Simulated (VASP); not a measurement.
**Pd: single point with PBE**

Pd:

```
Pd
1.0
    -1.51683    1.51683    1.51683
     1.51683   -1.51683    1.51683
     1.51683    1.51683   -1.51683
Pd
1
Direct
  0.00000 0.00000 0.00000
```

```
Program                : VASP 6.6.1
Task                   : single point
Functional             : PBE
Potentials or basis    : VASP PAW PBE potentials, release 64 (Pd)
Cutoff                 : 520 eV
k mesh                 : 18 × 18 × 18
Occupations            : fermi-dirac, width 0.08 eV
Spin                   : no spin polarisation
Dipole correction      : no
Further INCAR settings : ALGO = Normal; EDIFF = 1e-06; NBANDS = 11
```

```yaml
Pressure: 21.5 GPa
Band_gap_on_the_k_mesh: zero (band 5 reaches 11.42 eV, above the bottom of band 6 at 9.58 eV)
```

Levels at points of the mesh, in eV from the Fermi level:
```
           k point  band 3  band 4  band 5  band 6  band 7  band 8
(0.00, 0.00, 0.00)   -3.23   -3.23   -1.06   -1.06   19.49   19.49
(0.50, 0.00, 0.00)   -1.13   -0.79    0.68    1.31    8.46   15.28
(0.50, 0.50, 0.50)    0.25    0.25    0.25    9.47    9.47    9.47
```

It took 33 s on 1 thread of Intel(R) Xeon(R) Platinum 8259CL CPU @ 2.50GHz (Skylake/Cascade Lake), with other jobs on the host, peak memory 0.15 GiB.
